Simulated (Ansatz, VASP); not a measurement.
## One calculation of SrTiO3, two programs

Contents of POSCAR:

```
SrTiO3
1.0
    3.9177112476      0.0000000000      0.0000000000
    0.0000000000      3.9177112476      0.0000000000
    0.2350626749      0.0000000000      3.9177112476
Sr Ti O
1 1 3
Direct
    0.0000000000      0.0000000000      0.0000000000
    0.5000000000      0.5000000000      0.5000000000
    0.5000000000      0.0000000000      0.5000000000
    0.5000000000      0.5000000000      0.0000000000
    0.0000000000      0.5000000000      0.5000000000
```

File INCAR.step1:

```
ALGO = Normal
EDIFF = 1E-5
ENCUT = 910
GGA = PE
GGA_COMPAT = False
ISMEAR = 0
LASPH = True
LCHARG = False
LDAU = True
LDAUJ = 0 0 0
LDAUL = -1 2 -1
LDAUTYPE = 2
LDAUU = 0 4 0
LMAXMIX = 4
LREAL = False
LWAVE = True
NBANDS = 28
NELM = 200
PREC = Accurate
SIGMA = 0.02
```

The input INCAR.step2:

```
ALGO = Normal
EDIFF = 1E-6
ENCUT = 910
GGA_COMPAT = False
ISIF = 2
ISMEAR = 0
ISTART = 1
LASPH = True
LCHARG = False
LDAU = True
LDAUJ = 0 0 0
LDAUL = -1 2 -1
LDAUPRINT = 1
LDAUTYPE = 2
LDAUU = 0 4 0
LMAXMIX = 4
LMIXTAU = True
LREAL = False
LWAVE = False
METAGGA = R2SCAN
NBANDS = 28
NELM = 200
PREC = Accurate
SIGMA = 0.02
```

The input KPOINTS:

```
k-points
0
Gamma
  6 6 6
```

Input for Ansatz:

```yaml
crystal:
  lattice:
    - [3.9177112476, 0.0, 0.0]
    - [0.0, 3.9177112476, 0.0]
    - [0.2350626749, 0.0, 3.9177112476]
  atoms:
    - { symbol: Sr, position: [0.0, 0.0, 0.0] }
    - { symbol: Ti, position: [0.5, 0.5, 0.5] }
    - { symbol: O, position: [0.5, 0.0, 0.5] }
    - { symbol: O, position: [0.5, 0.5, 0.0] }
    - { symbol: O, position: [0.0, 0.5, 0.5] }
basis:
  ecutwfc: 500
kpoints:
  mp_grid: { grid: [6, 6, 6] }
hamiltonian:
  xc: r2scan
  hubbard: { sites: [{ species: Ti, l: d, u_eff: 4.0 }] }
scf:
  occupations: { method: gaussian, width: 0.02 }
output:
  forces: true
  stress: true
  eigenvalues: true
```

Change from the starting cell: shear of c along a, cell held, atoms relaxed: +6.0 %.

Alike in both runs: task single point; functional r2SCAN; k mesh 6 × 6 × 6; occupations gaussian, width 0.02 eV; no spin polarisation; Hubbard terms Ti d U = 4.0 eV.

```csv
,VASP,Ansatz
version,VASP 6.6.1,Ansatz 0.2.0
potentials or method,"VASP PAW PBE potentials, release 64 (Sr_sv, Ti_sv, O_h), cutoff 910 eV","scalar-relativistic, plane waves, PAW"
valence electrons in the cell,40,40
```

VASP gave:

| Item | Value |
| --- | --- |
| gap on the k mesh at the Fermi level (eV) | 2.66 |
| least direct gap on the mesh (eV) | 2.95 |

Question: Estimate Ansatz's values.

Answer: gap on the k mesh at the Fermi level (eV): 2.62; least direct gap on the mesh (eV): 2.90.

VASP's potentials were made for PBE, not for r2SCAN. The programs project onto different local orbitals, so the same U acts differently, and such runs can settle in different states.

Noted on VASP's run: the cutoff is short for stress, so the pressure is rough.
